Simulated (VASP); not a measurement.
# Si16C (a cell with a defect) in VASP: single point with PBE

Aim: the single point of Si16C (a cell with a defect) with PBE.

Everything below comes from runs of VASP 6.6.1. Logs are shortened: lines on timing, memory, paths and dates and some standing lists are left out, and cuts for length are marked.

## Step 1: The cell of the first run

The cell holds a defect, 17 atoms: a = 7.679 Å, b = 7.679 Å, c = 7.679 Å, α = 60.00°, β = 60.00°, γ = 60.00°.

## Step 2: Single point, PBE, collinear spin

Input file INCAR:

```
PREC = Accurate ; ENCUT = 520
EDIFF = 1E-7 ; ISMEAR = 0
SIGMA = 0.02 ; LREAL = Auto
LASPH = T ; NELM = 150
ALGO = Normal ; ISIF = 2
LWAVE = F ; LCHARG = F
ISPIN = 2 ; MAGMOM = 0 0 0 0 0 0 0 0 0 0 0 0 0 0 0 0 1
LORBIT = 11 ; GGA = PE
NBANDS = 52
```

Input file KPOINTS:

```
regular mesh
0
Gamma
  2 2 2
```

Input file POSCAR:

```
Si16C
1.0
    0.0000000000      5.4300000000      5.4300000000
    5.4300000000      0.0000000000      5.4300000000
    5.4300000000      5.4300000000      0.0000000000
Si C
16 1
Direct
    0.0141585364     -0.0247900001     -0.0063634382
    0.1380485410      0.0675820313      0.1508483680
   -0.0161029475     -0.0014091599      0.5168194217
    0.1215543638      0.1310608062      0.6194240915
    0.0154367646      0.4300165810      0.0578816499
    0.1709528095      0.5993216235      0.0924163795
   -0.0027211768      0.5041811351      0.4630472415
    0.0497090222      0.6343229628      0.6481139229
    0.4954317295      0.0402915794     -0.0124949449
    0.6396543665      0.1333342367      0.1191940299
    0.4961931213      0.0090094422      0.4921682911
    0.6100898921      0.1481938605      0.6137633516
    0.5795993652      0.4992736646     -0.0478158420
    0.5928182421      0.6780631154      0.1144599972
    0.4565913166      0.5220850273      0.4974457888
    0.6203006151      0.6365712505      0.5908934871
    0.8334279785      0.5504268435      0.9089044343
```

Potentials or basis: VASP PAW PBE potentials, release 64 (Si, C).

Command:

```bash
cat potpaw_PBE.64/Si/POTCAR potpaw_PBE.64/C/POTCAR > POTCAR
mpirun -np 1 vasp_std > vasp.out
```

OUTCAR:

```text
PREC = Accurate
   ENCUT = 520
   EDIFF = 1E-7
   ISMEAR = 0
   LREAL = Auto
   LASPH = T
   NELM = 150
   ISIF = 2
   ISPIN = 2
   LORBIT = 11
   GGA = PE

 ion  position               nearest neighbor table
   1  0.014  0.975  0.994-   2 2.35   4 2.36  10 2.36   6 2.37
   2  0.138  0.068  0.151-   5 2.28   3 2.32   9 2.32   1 2.35
   3  0.984  0.999  0.517-   8 2.32   2 2.32   4 2.34  12 2.35
   4  0.122  0.131  0.619-   3 2.34  11 2.35   7 2.35   1 2.36
   5  0.015  0.430  0.058-  17 1.83   2 2.28   6 2.32   8 2.66  14 2.75
   6  0.171  0.599  0.092-   5 2.32   7 2.35   1 2.37  13 2.58
   7  0.997  0.504  0.463-   6 2.35   4 2.35   8 2.36  16 2.36
   8  0.050  0.634  0.648-  17 1.91   3 2.32   7 2.36  15 2.56   5 2.66
   9  0.495  0.040  0.988-  14 2.28  10 2.32   2 2.32  12 2.35
  10  0.640  0.133  0.119-   9 2.32  13 2.33  11 2.34   1 2.36
  11  0.496  0.009  0.492-  10 2.34  16 2.34   4 2.35  12 2.35
  12  0.610  0.148  0.614-   9 2.35  11 2.35   3 2.35  15 2.35
  13  0.580  0.499  0.952-  17 2.01  14 2.33  16 2.33  10 2.33   6 2.58
  14  0.593  0.678  0.114-  17 1.92   9 2.28  13 2.33  15 2.42   5 2.75
  15  0.457  0.522  0.497-  16 2.35  12 2.35  14 2.42   8 2.56
  16  0.620  0.637  0.591-  13 2.33  11 2.34  15 2.35   7 2.36
  17  0.833  0.550  0.909-   5 1.83   8 1.91  14 1.92  13 2.01

  LATTYP: Found a face centered cubic cell.
 ALAT       =    10.8600000000

  Lattice vectors:

 A1 = (   0.0000000000,   5.4300000000,   5.4300000000)
 A2 = (   5.4300000000,   0.0000000000,   5.4300000000)
 A3 = (   5.4300000000,   5.4300000000,   0.0000000000)

Analysis of symmetry for initial positions (statically):
=====================================================================
 Subroutine PRICEL returns:
 Original cell was already a primitive cell.

 Routine SETGRP: Setting up the symmetry group for a
 face centered cubic supercell.

 Subroutine GETGRP returns: Found  1 space group operations
 (whereof  1 operations were pure point group operations)
 out of a pool of 48 trial point group operations.

The static configuration has the point symmetry C_1 .

Analysis of symmetry for dynamics (positions and initial velocities):
=====================================================================
 Subroutine PRICEL returns:
 Original cell was already a primitive cell.

 Routine SETGRP: Setting up the symmetry group for a
 face centered cubic supercell.

 Subroutine GETGRP returns: Found  1 space group operations
 (whereof  1 operations were pure point group operations)
 out of a pool of 48 trial point group operations.

The dynamic configuration has the point symmetry C_1 .

Analysis of structural, dynamic, and magnetic symmetry:
=====================================================================
 Subroutine PRICEL returns:
 Original cell was already a primitive cell.

 Routine SETGRP: Setting up the symmetry group for a
 face centered cubic supercell.

 Subroutine GETGRP returns: Found  1 space group operations
 (whereof  1 operations were pure point group operations)
 out of a pool of 48 trial point group operations.

The overall configuration has the point symmetry C_1 .

 Subroutine INISYM returns: Found  1 space group operations
 (whereof  1 operations are pure point group operations),
 and found     1 'primitive' translations

----------------------------------------------------------------------------------------

                                     Primitive cell

  volume of cell :     320.2060

  direct lattice vectors                    reciprocal lattice vectors
     0.000000000  5.430000000  5.430000000    -0.092081031  0.092081031  0.092081031
     5.430000000  0.000000000  5.430000000     0.092081031 -0.092081031  0.092081031
     5.430000000  5.430000000  0.000000000     0.092081031  0.092081031 -0.092081031

  length of vectors
     7.679179644  7.679179644  7.679179644     0.159489025  0.159489025  0.159489025

[... 76 lines left out ...]
   number of dos      NEDOS =    301   number of ions     NIONS =     17
   total plane-waves  NPLWV = 216000
   dimension x,y,z NGX =    60 NGY =   60 NGZ =   60
   dimension x,y,z NGXF=   120 NGYF=  120 NGZF=  120
   ions per type =              16   1
   NGX,Y,Z   is equivalent  to a cutoff of  12.99, 12.99, 12.99 a.u.
   NGXF,Y,Z  is equivalent  to a cutoff of  25.98, 25.98, 25.98 a.u.
 SYSTEM =  unknown system
   PREC   = accura    normal or accurate (medium, high low for compatibility)
   ISTART =      0    job   : 0-new  1-cont  2-samecut
   ICHARG =      2    charge: 1-file 2-atom 10-const
   ISPIN  =      2    spin polarized calculation?
   LNONCOLLINEAR =      F non collinear calculations
   LSORBIT =      F    spin-orbit coupling
   LASPH  =      T    aspherical Exc in radial PAW
   ENCUT  =  520.0 eV  38.22 Ry    6.18 a.u.  14.28 14.28 14.28*2*pi/ulx,y,z
   NELM   =    150;   NELMIN=  2; NELMDL= -5     # of ELM steps
   EDIFF  = 0.1E-06   stopping-criterion for ELM
   LREAL  =      T    real-space projection
   EDIFFG = 0.1E-05   stopping-criterion for IOM
   NSW    =      0    number of steps for IOM
   IBRION =     -1    ionic relax: 0-MD 1-quasi-New 2-CG
   NFREE  =      0    steps in history (QN), initial steepest desc. (CG)
   ISIF   =      2    stress and relaxation
   ISYM   =      2    0-nonsym 1-usesym 2-fastsym
   POTIM  = 0.5000    time-step for ionic-motion
   TEBEG  =    0.0;   TEEND  =   0.0 temperature during run
   PSTRESS=    0.0 pullay stress
   NELECT =      68.0000    total number of electrons
   NUPDOWN=      -1.0000    fix difference up-down
   EMIN   =  10.00;   EMAX   =-10.00  energy-range for DOS
   EFERMI =   0.00;   METHOD = LEGACY
   ISMEAR =     0;   SIGMA  =   0.02  broadening in eV -4-tet -1-fermi 0-gaus
   EFERMI_NEDOS =   21; number of points for ismear=-14 and -15
   IALGO  =     38    algorithm
   IMIX   =      4    mixing-type and parameters
     AMIX     =   0.40;   BMIX     =  1.00
     AMIX_MAG =   1.60;   BMIX_MAG =  1.00
  volume/ion in A,a.u.               =      18.84       127.11
  Fermi-wavevector in a.u.,A,eV,Ry     =   0.976715  1.845724 12.979587  0.953973
  Thomas-Fermi vector in A             =   2.107356
   LORBIT       =     11    0 simple, 1 ext, 2 COOP (PROOUT), +10 PAW based schemes
   GGA     = PE    functional components
   LHFCALC =     F    Hartree Fock is set to
   AEXX    =    0.0000 exact exchange contribution
   IVDW    =     0    specifies the selected vdW correction
   LEPSILON=     F    determine dielectric tensor
   LRPA    =     F    only Hartree local field effects (RPA)
 spin polarized calculation
 Gauss-broadening in eV      SIGMA  =   0.02
  energy-cutoff  :      520.00
  volume of cell :      320.21
 maximum number of plane-waves:      8646
 NGX is ok and might be reduce to    60
   NGX = 29   NGY = 29   NGZ = 29

 number of electron      68.0000000 magnetization      -0.0000004

 number of electron      68.0000000 magnetization       0.0000009

 Free energy of the ion-electron system (eV)
  ---------------------------------------------------
  ext. energy  EPLUGINS =         0.00000000
  ---------------------------------------------------
  free energy    TOTEN  =       -90.98466375 eV

  energy without entropy =      -90.98466375  energy(sigma->0) =      -90.98466375

 E-fermi :   6.2421     XC(G=0):  -9.5768

 val. band max:        6.1291792846   @ k =   0.5000   0.0000   0.5000
 cond. band min:       6.3650701689   @ k =   0.0000   0.0000   0.0000
 fundamental gap:      0.2358908844
 Fermi energy:         6.2420938261

 spin component 1

 k-point     1 :       0.0000    0.0000    0.0000
  band No.  band energies     occupation
      1      -7.5224      1.00000
      2      -5.3129      1.00000
      3      -4.0324      1.00000
      4      -3.8099      1.00000
      5      -3.5555      1.00000
      6      -2.9015      1.00000
[... 381 lines left out ...]
     45      10.0156      0.00000
     46      10.3974      0.00000
 Fermi energy:         6.2420938261

 spin component 2

 k-point     1 :       0.0000    0.0000    0.0000
  band No.  band energies     occupation
      1      -7.5224      1.00000
      2      -5.3129      1.00000
      3      -4.0324      1.00000
      4      -3.8099      1.00000
      5      -3.5555      1.00000
      6      -2.9015      1.00000
[... 381 lines left out ...]
     45      10.0156      0.00000
     46      10.3974      0.00000
 [bands above 46 left out]

------------------------ aborting loop because EDIFF is reached ----------------------------------------

  FORCE on cell =-STRESS in cart. coord.  units (eV):
  Direction    XX          YY          ZZ          XY          YZ          ZX
  --------------------------------------------------------------------------------------
  -------------------------------------------------------------------------------------
  Total        4.8801879      7.7601125      2.9693678     -1.1486453     -2.2596341      3.6462332
  in kB       24.4184245     38.8283662     14.8574779     -5.7473422    -11.3062667     18.2442300
  external PRESSURE =      26.0347562 kB  Pullay stress =       0.0000000 kB

 VOLUME and BASIS-vectors are now :
 -----------------------------------------------------------------------------
  energy-cutoff  :      520.00
  volume of cell :      320.21
      direct lattice vectors                 reciprocal lattice vectors
     0.000000000  5.430000000  5.430000000    -0.092081031  0.092081031  0.092081031
     5.430000000  0.000000000  5.430000000     0.092081031 -0.092081031  0.092081031
     5.430000000  5.430000000  0.000000000     0.092081031  0.092081031 -0.092081031

 POSITION                                       TOTAL-FORCE (eV/Angst)
 -----------------------------------------------------------------------------------
     10.69084      5.47233      5.37227         0.002021      0.002314      0.002143
      1.18608      1.56871      1.11657         0.005859      0.006422      0.002632
      8.22868      8.14889     10.76491        -0.001239      0.000361     -0.002785
      4.07513      4.02351      1.37170        -0.007446     -0.002765     -0.001062
      2.64929      0.39812      2.41881         0.002598      0.022780     -0.004699
      3.75614      1.43009      4.18259        -0.002025     -0.000670     -0.000655
[... 9 lines left out ...]
      6.66513      6.57678      6.82481         0.000902     -0.001423     -0.000654
      7.92417      9.46087      7.51433        -0.003981     -0.010122      0.010953
 -----------------------------------------------------------------------------------
    total drift:                                0.011838      0.001676      0.010378

  FREE ENERGIE OF THE ION-ELECTRON SYSTEM (eV)
  ---------------------------------------------------
  free  energy   TOTEN  =       -90.9846637464 eV

  energy  without entropy=      -90.9846637464  energy(sigma->0) =      -90.98466375

 total charge

# of ion       s       p       d       tot
------------------------------------------
    1        0.743   0.938   0.000   1.681
    2        0.747   0.973   0.000   1.720
    3        0.746   0.957   0.000   1.703
    4        0.740   0.953   0.000   1.693
    5        0.780   0.898   0.000   1.678
    6        0.776   0.893   0.000   1.668
[... 9 lines left out ...]
   16        0.747   0.949   0.000   1.697
   17        0.881   1.569   0.000   2.450
--------------------------------------------------
tot         12.890  16.478   0.000  29.368

 magnetization (x)

# of ion       s       p       d       tot
------------------------------------------
    1        0.000   0.000   0.000   0.000
    2        0.000   0.000   0.000   0.000
    3        0.000   0.000   0.000   0.000
    4        0.000   0.000   0.000   0.000
    5       -0.000  -0.000   0.000  -0.000
    6        0.000   0.000   0.000   0.000
[... 9 lines left out ...]
   16       -0.000   0.000   0.000   0.000
   17        0.000   0.000   0.000   0.000
--------------------------------------------------
tot          0.000   0.000   0.000   0.000
```

Wall time 8.9 min (1 thread of AMD EPYC 7R13 (Zen 3), shared host); peak memory 0.68 GiB.

Results:

```yaml
Free_energy: -90.9847 eV
Pressure: 2.6 GPa
Largest_force: 0.023 eV/Å
Band_gap_on_the_k_mesh: 0.24 eV
Net_moment: 0.00 μB per cell
Valence_electrons_inside_the_program's_atomic_spheres: Si 1.68, 1.72, 1.70, 1.69, 1.67, 1.64, 1.65 (each value once); C 2.45
```

Forces on the atoms (eV/Å):
```
Si   0.002  0.002  0.002
Si   0.006  0.006  0.003
Si  -0.001  0.000 -0.003
Si  -0.007 -0.003 -0.001
Si   0.003  0.023 -0.005
Si  -0.002 -0.001 -0.001
Si   0.006  0.001 -0.001
Si   0.002 -0.014  0.002
Si   0.002 -0.007 -0.004
Si   0.006 -0.006  0.001
Si  -0.001  0.006 -0.001
Si  -0.003  0.001  0.002
Si  -0.009 -0.005 -0.005
Si   0.004 -0.003 -0.004
Si  -0.003  0.009  0.004
Si   0.001 -0.001 -0.001
C   -0.004 -0.010  0.011
```

Levels at points of the mesh, in eV from the valence-band top:
Spin up:
| k point | band 32 | band 33 | band 34 | band 35 | band 36 | band 37 |
| --- | --- | --- | --- | --- | --- | --- |
| (0.00, 0.00, 0.00) | -0.53 | -0.49 | -0.09 | 0.24 | 0.35 | 0.62 |
| (0.50, 0.00, 0.00) | -1.09 | -0.85 | -0.72 | 0.78 | 1.20 | 1.24 |
| (0.00, 0.50, 0.00) | -0.99 | -0.34 | -0.23 | 0.67 | 0.96 | 1.23 |
| (0.00, 0.00, 0.50) | -0.97 | -0.50 | -0.45 | 0.66 | 1.22 | 1.29 |
| (0.50, 0.50, 0.50) | -0.96 | -0.67 | -0.09 | 0.68 | 1.06 | 1.33 |
| (0.50, 0.50, 0.00) | -1.34 | -0.85 | -0.47 | 0.85 | 1.37 | 1.62 |
| (0.00, 0.50, 0.50) | -1.38 | -0.87 | -0.23 | 0.70 | 1.17 | 1.56 |
| (0.50, 0.00, 0.50) | -1.38 | -0.70 | 0.00 | 0.65 | 1.12 | 1.55 |
Spin down:
```csv
k point,band 30,band 31,band 32,band 33,band 34,band 35,band 36,band 37,band 38,band 39
"(0.00, 0.00, 0.00)",-0.99,-0.87,-0.53,-0.49,-0.09,0.24,0.35,0.62,0.77,1.00
"(0.50, 0.00, 0.00)",-1.21,-1.18,-1.09,-0.85,-0.72,0.78,1.20,1.24,1.37,1.60
"(0.00, 0.50, 0.00)",-1.42,-1.03,-0.99,-0.34,-0.23,0.67,0.96,1.23,1.35,1.62
"(0.00, 0.00, 0.50)",-1.42,-1.04,-0.97,-0.50,-0.45,0.66,1.22,1.29,1.37,1.48
"(0.50, 0.50, 0.50)",-1.53,-1.08,-0.96,-0.67,-0.09,0.68,1.06,1.33,1.42,1.45
"(0.50, 0.50, 0.00)",-1.85,-1.57,-1.34,-0.85,-0.47,0.85,1.37,1.62,2.04,2.36
"(0.00, 0.50, 0.50)",-1.69,-1.42,-1.38,-0.87,-0.23,0.70,1.17,1.56,2.01,2.22
"(0.50, 0.00, 0.50)",-1.63,-1.50,-1.38,-0.70,0.00,0.65,1.12,1.55,1.98,2.15
```

Caveat: the k points lie up to 0.50 Å⁻¹ apart.
